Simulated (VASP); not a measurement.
# Pb (I4/mmm) in VASP: further runs, part 2 of 2

VASP 6.6.1.

**5. Single point, PBEsol (strain -0.050 along x and y, +0.050 along z)**

Input file INCAR:

```
PREC = Accurate
ENCUT = 520
EDIFF = 1E-6
ISMEAR = 0
SIGMA = 0.15
LREAL = F
LASPH = T
NELM = 80
ALGO = Normal
ISIF = 2
LWAVE = F
LCHARG = F
GGA = PS
NBANDS = 13
```

Input file KPOINTS:

```
Automatic mesh
0
Gamma
  16 16 16
```

Input file POSCAR:

```
Pb
1.0
    0.0000000000      2.3463100000      2.5932900000
    2.3463100000      0.0000000000      2.5932900000
    2.3463100000      2.3463100000      0.0000000000
Pb
1
Direct
    0.0000000000      0.0000000000      0.0000000000
```

Potentials or basis: VASP PAW PBE potentials, release 64 (Pb_d).

Run with:

```
$ cat potpaw_PBE.64/Pb_d/POTCAR > POTCAR
$ mpirun -np 1 vasp_std > vasp.out
```

OUTCAR:

```text
PREC = Accurate
   ENCUT = 520
   EDIFF = 1E-6
   ISMEAR = 0
   LREAL = F
   LASPH = T
   NELM = 80
   ISIF = 2
   GGA = PS

 ion  position               nearest neighbor table
   1  0.000  0.000  0.000-

  LATTYP: Found a body centered tetragonal cell.
 ALAT       =     3.3181834235
 C/A-ratio  =     1.5630781479

  Lattice vectors:

 A1 = (  -2.3463100000,   0.0000000000,   2.5932900000)
 A2 = (   2.3463100000,   0.0000000000,   2.5932900000)
 A3 = (   0.0000000000,   2.3463100000,  -2.5932900000)

Analysis of symmetry for initial positions (statically):
=====================================================================
 Subroutine PRICEL returns:
 Original cell was already a primitive cell.

 Routine SETGRP: Setting up the symmetry group for a
 body centered tetragonal supercell.

 Subroutine GETGRP returns: Found 16 space group operations
 (whereof 16 operations were pure point group operations)
 out of a pool of 16 trial point group operations.

The static configuration has the point symmetry D_4h.

Analysis of symmetry for dynamics (positions and initial velocities):
=====================================================================
 Subroutine PRICEL returns:
 Original cell was already a primitive cell.

 Routine SETGRP: Setting up the symmetry group for a
 body centered tetragonal supercell.

 Subroutine GETGRP returns: Found 16 space group operations
 (whereof 16 operations were pure point group operations)
 out of a pool of 16 trial point group operations.

The dynamic configuration has the point symmetry D_4h.

 Subroutine INISYM returns: Found 16 space group operations
 (whereof 16 operations are pure point group operations),
 and found     1 'primitive' translations

----------------------------------------------------------------------------------------

                                     Primitive cell

  volume of cell :      28.5530

  direct lattice vectors                    reciprocal lattice vectors
     0.000000000  2.346310000  2.593290000    -0.213100571  0.213100571  0.192805278
     2.346310000  0.000000000  2.593290000     0.213100571 -0.213100571  0.192805278
     2.346310000  2.346310000  0.000000000     0.213100571  0.213100571 -0.192805278

  length of vectors
     3.497187962  3.497187962  3.318183424     0.357767497  0.357767497  0.357767497

  position of ions in fractional coordinates (direct lattice)
     0.000000000  0.000000000  0.000000000

  ion indices of the primitive-cell ions
   primitive index   ion index
                 1           1

----------------------------------------------------------------------------------------

 KPOINTS: Automatic mesh

Automatic generation of k-mesh.
 Grid dimensions read from file:
 generate k-points for:   16   16   16

 Generating k-lattice:

  Cartesian coordinates                     Fractional coordinates (reciprocal lattice)
    -0.013318786  0.013318786  0.012050330     0.062500000 -0.000000000  0.000000000
     0.013318786 -0.013318786  0.012050330    -0.000000000  0.062500000  0.000000000
     0.013318786  0.013318786 -0.012050330     0.000000000  0.000000000  0.062500000

  Length of vectors
     0.022360469  0.022360469  0.022360469

  Shift w.r.t. Gamma in fractional coordinates (k-lattice)
     0.000000000  0.000000000  0.000000000

 Subroutine IBZKPT returns following result:
 ===========================================

 Found    349 irreducible k-points:

 Following reciprocal coordinates:
            Coordinates               Weight
  0.000000  0.000000  0.000000      1.000000
  0.062500  0.000000  0.000000      8.000000
  0.125000  0.000000  0.000000      8.000000
  0.187500  0.000000  0.000000      8.000000
  0.250000  0.000000  0.000000      8.000000
  0.312500  0.000000  0.000000      8.000000
[... 16 lines left out ...]
 -0.125000  0.062500  0.000000      8.000000
 -0.062500  0.062500  0.000000      4.000000
 [... further k-points ...]
   k-points           NKPTS =    349   k-points in BZ     NKDIM =    349   number of bands    NBANDS=     13
   number of dos      NEDOS =    301   number of ions     NIONS =      1
   total plane-waves  NPLWV =  21952
   dimension x,y,z NGX =    28 NGY =   28 NGZ =   28
   dimension x,y,z NGXF=    56 NGYF=   56 NGZF=   56
   ions per type =               1
   NGX,Y,Z   is equivalent  to a cutoff of  13.31, 13.31, 14.03 a.u.
   NGXF,Y,Z  is equivalent  to a cutoff of  26.62, 26.62, 28.06 a.u.
 SYSTEM =  unknown system
   PREC   = accura    normal or accurate (medium, high low for compatibility)
   ISTART =      0    job   : 0-new  1-cont  2-samecut
   ICHARG =      2    charge: 1-file 2-atom 10-const
   ISPIN  =      1    spin polarized calculation?
   LNONCOLLINEAR =      F non collinear calculations
   LSORBIT =      F    spin-orbit coupling
   LASPH  =      T    aspherical Exc in radial PAW
   ENCUT  =  520.0 eV  38.22 Ry    6.18 a.u.   6.50  6.50  6.17*2*pi/ulx,y,z
   NELM   =     80;   NELMIN=  2; NELMDL= -5     # of ELM steps
   EDIFF  = 0.1E-05   stopping-criterion for ELM
   LREAL  =      F    real-space projection
   EDIFFG = 0.1E-04   stopping-criterion for IOM
   NSW    =      0    number of steps for IOM
   IBRION =     -1    ionic relax: 0-MD 1-quasi-New 2-CG
   NFREE  =      0    steps in history (QN), initial steepest desc. (CG)
   ISIF   =      2    stress and relaxation
   ISYM   =      2    0-nonsym 1-usesym 2-fastsym
   POTIM  = 0.5000    time-step for ionic-motion
   TEBEG  =    0.0;   TEEND  =   0.0 temperature during run
   PSTRESS=    0.0 pullay stress
   NELECT =      14.0000    total number of electrons
   NUPDOWN=      -1.0000    fix difference up-down
   EMIN   =  10.00;   EMAX   =-10.00  energy-range for DOS
   EFERMI =   0.00;   METHOD = LEGACY
   ISMEAR =     0;   SIGMA  =   0.15  broadening in eV -4-tet -1-fermi 0-gaus
   EFERMI_NEDOS =   21; number of points for ismear=-14 and -15
   IALGO  =     38    algorithm
   IMIX   =      4    mixing-type and parameters
     AMIX     =   0.40;   BMIX     =  1.00
     AMIX_MAG =   1.60;   BMIX_MAG =  1.00
  volume/ion in A,a.u.               =      28.55       192.69
  Fermi-wavevector in a.u.,A,eV,Ry     =   1.290923  2.439490 22.673855  1.666481
  Thomas-Fermi vector in A             =   2.422724
   LORBIT       =      0    0 simple, 1 ext, 2 COOP (PROOUT), +10 PAW based schemes
   GGA     = PS    functional components
   LHFCALC =     F    Hartree Fock is set to
   AEXX    =    0.0000 exact exchange contribution
   IVDW    =     0    specifies the selected vdW correction
   LEPSILON=     F    determine dielectric tensor
   LRPA    =     F    only Hartree local field effects (RPA)
 non-spin polarized calculation
 Gauss-broadening in eV      SIGMA  =   0.15
  energy-cutoff  :      520.00
  volume of cell :       28.55
 maximum number of plane-waves:       786
 NGX is ok and might be reduce to    28
   NGX = 13   NGY = 13   NGZ = 13

 number of electron      14.0000002 magnetization

 Free energy of the ion-electron system (eV)
  ---------------------------------------------------
  ext. energy  EPLUGINS =         0.00000000
  ---------------------------------------------------
  free energy    TOTEN  =        -3.98004788 eV

  energy without entropy =       -3.97471917  energy(sigma->0) =       -3.97738353

 E-fermi :   7.8445     XC(G=0): -10.6324

 val. band max:        7.7955865609   @ k =  -0.3125   0.3125   0.2500
 cond. band min:       7.8551962023   @ k =  -0.1875   0.5000   0.3125
 fundamental gap:      0.0596096414
 Fermi energy:         7.8445469146

 k-point     1 :       0.0000    0.0000    0.0000
  band No.  band energies     occupation
      1      -9.3549      2.00000
      2      -9.1930      2.00000
      3      -9.1930      2.00000
      4      -9.1524      2.00000
      5      -9.0116      2.00000
      6      -4.4060      2.00000
      7      15.6576      0.00000
      8      15.6576      0.00000
      9      15.7598      0.00000
     10      17.6920      0.00000
     11      19.9287      0.00000
     12      20.2572      0.00000
     13      20.7458      0.00000
[... 353 lines left out ...]
 k-point    24 :      -0.0625    0.0625    0.0000
  band No.  band energies     occupation
      1      -9.3221      2.00000
      2      -9.2051      2.00000
      3      -9.1798      2.00000
      4      -9.1374      2.00000
      5      -9.0267      2.00000
      6      -4.1774      2.00000
      7      13.5945      0.00000
      8      14.6307      0.00000
      9      15.8472      0.00000
     10      17.5455      0.00000
     11      20.3639      0.00000
     12      20.4745      0.00000
     13      20.9509      0.00000

 [... further k-points ...]
[... 5 lines left out ...]
  --------------------------------------------------------------------------------------
  -------------------------------------------------------------------------------------
  Total        0.6189860      0.6189860      0.2292405      0.0000000      0.0000000      0.0000000
  in kB       34.7327805     34.7327805     12.8632296      0.0000000      0.0000000      0.0000000
  external PRESSURE =      27.4429302 kB  Pullay stress =       0.0000000 kB

 VOLUME and BASIS-vectors are now :
 -----------------------------------------------------------------------------
  energy-cutoff  :      520.00
  volume of cell :       28.55
      direct lattice vectors                 reciprocal lattice vectors
     0.000000000  2.346310000  2.593290000    -0.213100571  0.213100571  0.192805278
     2.346310000  0.000000000  2.593290000     0.213100571 -0.213100571  0.192805278
     2.346310000  2.346310000  0.000000000     0.213100571  0.213100571 -0.192805278

 POSITION                                       TOTAL-FORCE (eV/Angst)
 -----------------------------------------------------------------------------------
      0.00000      0.00000      0.00000        -0.000000      0.000000      0.000000
 -----------------------------------------------------------------------------------
    total drift:                               -0.000000     -0.000000     -0.000000

  FREE ENERGIE OF THE ION-ELECTRON SYSTEM (eV)
  ---------------------------------------------------
  free  energy   TOTEN  =        -3.9800478763 eV

  energy  without entropy=       -3.9747191741  energy(sigma->0) =       -3.97738353
```

OSZICAR:

```text
N       E                     dE             d eps       ncg     rms          rms(c)
DAV:   1     0.106900574362E+03    0.10690E+03   -0.71438E+03  9202   0.129E+03
DAV:   2     0.105069930628E+01   -0.10585E+03   -0.10249E+03  9529   0.314E+02
DAV:   3    -0.388505687794E+01   -0.49358E+01   -0.49168E+01 11258   0.730E+01
DAV:   4    -0.399512353533E+01   -0.11007E+00   -0.11004E+00 11108   0.115E+01
DAV:   5    -0.399981347142E+01   -0.46899E-02   -0.46897E-02 12624   0.220E+00    0.653E-01
DAV:   6    -0.398432533354E+01    0.15488E-01   -0.19044E-02 11619   0.255E+00    0.304E-01
DAV:   7    -0.398033063483E+01    0.39947E-02   -0.77055E-03 11925   0.149E+00    0.909E-02
DAV:   8    -0.398005018998E+01    0.28044E-03   -0.44452E-04 14013   0.351E-01    0.900E-03
DAV:   9    -0.398004820352E+01    0.19865E-05   -0.76381E-06 11934   0.503E-02    0.440E-03
DAV:  10    -0.398004787628E+01    0.32724E-06   -0.46169E-07  7587   0.938E-03
   1 F= -.39800479E+01 E0= -.39773835E+01  d E =-.532870E-02
```

stdout:

```text
POSCAR found type information on POSCAR Pb
 POSCAR found :  1 types and       1 ions
 scaLAPACK will be used
 -----------------------------------------------------------------------------
|                                                                             |
|                                                                             |
|     You enforced a specific xc type in the INCAR file but a different       |
|     I HOPE YOU KNOW WHAT YOU ARE DOING!                                     |
|                                                                             |
 -----------------------------------------------------------------------------

 LDA part: xc-table for (Slater+PW92), standard interpolation
 POSCAR, INCAR and KPOINTS ok, starting setup
 FFT: planning ... GRIDC
 FFT: planning ... GRID_SOFT
 FFT: planning ... GRID
 WAVECAR not read
 entering main loop
```

It took 43 s on 1 thread of Intel Xeon 6975P-C (Granite Rapids), shared host; peak memory 0.25 GiB.

What came out:

```yaml
Free_energy: -3.9800 eV
Pressure: 2.7 GPa
Band_gap_on_the_k_mesh: zero (band 7 reaches 15.66 eV, above the bottom of band 8 at 5.71 eV)
```

Stress tensor (GPa, compression positive):
```
3.47 0.00 0.00
0.00 3.47 0.00
0.00 0.00 1.29
```

Caveat: the cell differs from its parent crystal (strain -0.050 along x and y, +0.050 along z); the PAW data sets were made with another functional, which shifts forces and pressure a little; spin-orbit coupling is left out, which moves the levels of the heavy elements.

**6. Single point, PBEsol (strain +0.000 along x and y, -0.050 along z)**

Input file INCAR:

```
SYSTEM = Pb
  PREC = Accurate
  ENCUT = 520
  EDIFF = 1E-6
  ISMEAR = 0
  SIGMA = 0.15
  LREAL = .False.
  LASPH = .True.
  NELM = 60
  ALGO = Fast
  ISIF = 2
  LWAVE = .False.
  LCHARG = .True.
  GGA = PS
  LELF = .True.
  LVHAR = .True.
  NBANDS = 13
```

Input file KPOINTS:

```
Automatic mesh
0
Gamma
  16 16 16
  0 0 0
```

Input file POSCAR:

```
Pb
1.0
    0.0000000000      2.4698000000      2.3463100000
    2.4698000000      0.0000000000      2.3463100000
    2.4698000000      2.4698000000      0.0000000000
Pb
1
Direct
    0.0000000000      0.0000000000      0.0000000000
```

Potentials or basis: VASP PAW PBE potentials, release 64 (Pb_d).

Run with:

```
$ cat potpaw_PBE.64/Pb_d/POTCAR > POTCAR
$ mpirun -np 1 vasp_std > vasp.out
```

OUTCAR:

```text
SYSTEM = Pb
   PREC = Accurate
   ENCUT = 520
   EDIFF = 1E-6
   ISMEAR = 0
   LREAL = .False.
   LASPH = .True.
   NELM = 60
   ISIF = 2
   GGA = PS

 ion  position               nearest neighbor table
   1  0.000  0.000  0.000-

  LATTYP: Found a body centered tetragonal cell.
 ALAT       =     3.4928246563
 C/A-ratio  =     1.3435028843

  Lattice vectors:

 A1 = (   0.0000000000,  -2.4698000000,  -2.3463100000)
 A2 = (   0.0000000000,   2.4698000000,  -2.3463100000)
[... 566 lines left out ...]

 [... further k-points ...]

------------------------ aborting loop because EDIFF is reached ----------------------------------------

  FORCE on cell =-STRESS in cart. coord.  units (eV):
  Direction    XX          YY          ZZ          XY          YZ          ZX
  --------------------------------------------------------------------------------------
  -------------------------------------------------------------------------------------
  Total        0.3856790      0.3856790      0.5630338      0.0000000     -0.0000000      0.0000000
  in kB       21.5872633     21.5872633     31.5141834      0.0000000     -0.0000000      0.0000000
  external PRESSURE =      24.8962366 kB  Pullay stress =       0.0000000 kB

 VOLUME and BASIS-vectors are now :
 -----------------------------------------------------------------------------
  energy-cutoff  :      520.00
  volume of cell :       28.62
      direct lattice vectors                 reciprocal lattice vectors
     0.000000000  2.469800000  2.346310000    -0.202445542  0.202445542  0.213100571
     2.469800000  0.000000000  2.346310000     0.202445542 -0.202445542  0.213100571
     2.469800000  2.469800000  0.000000000     0.202445542  0.202445542 -0.213100571

 POSITION                                       TOTAL-FORCE (eV/Angst)
 -----------------------------------------------------------------------------------
      0.00000      0.00000      0.00000         0.000000     -0.000000      0.000000
 -----------------------------------------------------------------------------------
    total drift:                               -0.000000     -0.000000     -0.000000

  FREE ENERGIE OF THE ION-ELECTRON SYSTEM (eV)
  ---------------------------------------------------
  free  energy   TOTEN  =        -3.9903548410 eV

  energy  without entropy=       -3.9851522709  energy(sigma->0) =       -3.98775356
```

OSZICAR:

```text
N       E                     dE             d eps       ncg     rms          rms(c)
DAV:   1     0.107523901488E+03    0.10752E+03   -0.71398E+03  9187   0.128E+03
DAV:   2     0.108979901940E+01   -0.10643E+03   -0.10297E+03  9629   0.315E+02
DAV:   3    -0.389315629928E+01   -0.49830E+01   -0.49601E+01 11233   0.733E+01
DAV:   4    -0.400509997269E+01   -0.11194E+00   -0.11191E+00 11233   0.115E+01
DAV:   5    -0.401003362434E+01   -0.49337E-02   -0.49335E-02 12776   0.226E+00    0.645E-01
RMM:   6    -0.399442212901E+01    0.15611E-01   -0.15821E-02 10977   0.185E+00    0.306E-01
RMM:   7    -0.399044702742E+01    0.39751E-02   -0.95450E-03 10947   0.111E+00    0.899E-02
RMM:   8    -0.399029812867E+01    0.14890E-03   -0.17338E-03 13134   0.611E-01    0.131E-02
RMM:   9    -0.399034630903E+01   -0.48180E-04   -0.50026E-04 13638   0.217E-01    0.138E-02
RMM:  10    -0.399035436819E+01   -0.80592E-05   -0.13833E-04 11760   0.211E-01    0.124E-02
RMM:  11    -0.399035239732E+01    0.19709E-05   -0.62055E-05 13201   0.978E-02    0.124E-03
RMM:  12    -0.399035468329E+01   -0.22860E-05   -0.23562E-05 11019   0.503E-02    0.111E-03
RMM:  13    -0.399035484104E+01   -0.15776E-06   -0.32027E-06  7782   0.253E-02
   1 F= -.39903548E+01 E0= -.39877536E+01  d E =-.520257E-02
```

It took 64 s on 1 thread of Intel Xeon 6975P-C (Granite Rapids), shared host; peak memory 0.24 GiB.

What came out:

| Property | Result |
| --- | --- |
| Free energy | -3.9904 eV |
| Pressure | 2.5 GPa |
| Band gap on the k mesh | zero (band 7 reaches 15.56 eV, above the bottom of band 8 at 5.85 eV) |

Stress tensor (GPa, compression positive):
```
2.16 0.00 0.00
0.00 2.16 0.00
0.00 0.00 3.15
```

Caveat: the cell differs from its parent crystal (strain +0.000 along x and y, -0.050 along z); the PAW data sets were made with another functional, which shifts forces and pressure a little; spin-orbit coupling is left out, which moves the levels of the heavy elements.

**7. Overview**

```csv
cell,gap on the mesh (eV),pressure (GPa)
"a = 3.539, b = 3.539, c = 3.667 Å, angles 58.8, 58.8, 62.4°, 1 atom",none,-3.1
"a = 3.581, b = 3.581, c = 3.667 Å, angles 59.2, 59.2, 61.6°, 1 atom",none,-3.9
"a = 3.452, b = 3.452, c = 3.318 Å, angles 61.3, 61.3, 57.5°, 1 atom",none,4.2
"a = 3.497, b = 3.497, c = 3.318 Å, angles 61.7, 61.7, 56.6°, 1 atom",none,2.7
"a = 3.407, b = 3.407, c = 3.493 Å, angles 59.2, 59.2, 61.7°, 1 atom",none,2.5
```

Alike in all rows: task single point; level PBEsol; potentials or basis VASP PAW PBE potentials, release 64 (Pb_d); no spin polarisation; k mesh 16 × 16 × 16; cutoff (eV) 520; smearing gaussian 0.15 eV.

Caveats: the PAW data sets were made with another functional, which shifts forces and pressure a little; spin-orbit coupling is left out, which moves the levels of the heavy elements.

Total energies depend on the potentials used, so only differences within one code and one set of settings carry meaning.
